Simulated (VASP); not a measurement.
Set up this calculation in VASP 6.6.1, as the native input.

* Task: single point
* Functional: LDA
* Potentials or basis: VASP PAW LDA potentials, release 64 (Hg, Te)
* Cutoff: 520 eV
* k mesh: 8 × 8 × 8
* Occupations: fermi-dirac, width 0.1 eV
* Spin: no spin polarisation
* Dipole correction: no
* Further INCAR settings: ALGO = Normal; EDIFF = 1e-07; NBANDS = 16

The structure of HgTe lies in POSCAR:

```
HgTe
1.0
   -3.0856813198      3.0856813198      1.5799309059
    3.0856813198     -3.0856813198      1.5799309059
    3.0856813198      3.0856813198     -1.5799309059
Hg Te
1 1
Direct
    0.2500000000      0.7500000000      0.5000000000
    0.0000000000      0.0000000000      0.0000000000
```

These files were run (other wordings do the same):

INCAR

```
PREC = Accurate
ENCUT = 520
EDIFF = 1E-7
ISMEAR = -1
SIGMA = 0.1
LREAL = F
LASPH = T
NELM = 60
ALGO = Normal
ISIF = 2
LWAVE = F
LCHARG = F
NBANDS = 16
```

KPOINTS

```
Automatic mesh
0
Gamma
  8 8 8
```

Potentials or basis: VASP PAW LDA potentials, release 64 (Hg, Te).

The run is started by

```sh
$ cat potpaw_LDA.64/Hg/POTCAR potpaw_LDA.64/Te/POTCAR > POTCAR
$ mpirun -np 1 vasp_std > vasp.out
```

It gave:

```json
{"Pressure": "-6.2 GPa", "Band gap on the k mesh": "zero (bands 9 and 10 overlap by 2.77 eV)"}
```

Caveat: the cell stands under tension; spin-orbit coupling is left out, which moves the levels of the heavy elements.

Wall time 78 s on 1 thread of Intel Xeon 8259CL, with other jobs on the host, peak memory 0.21 GiB.
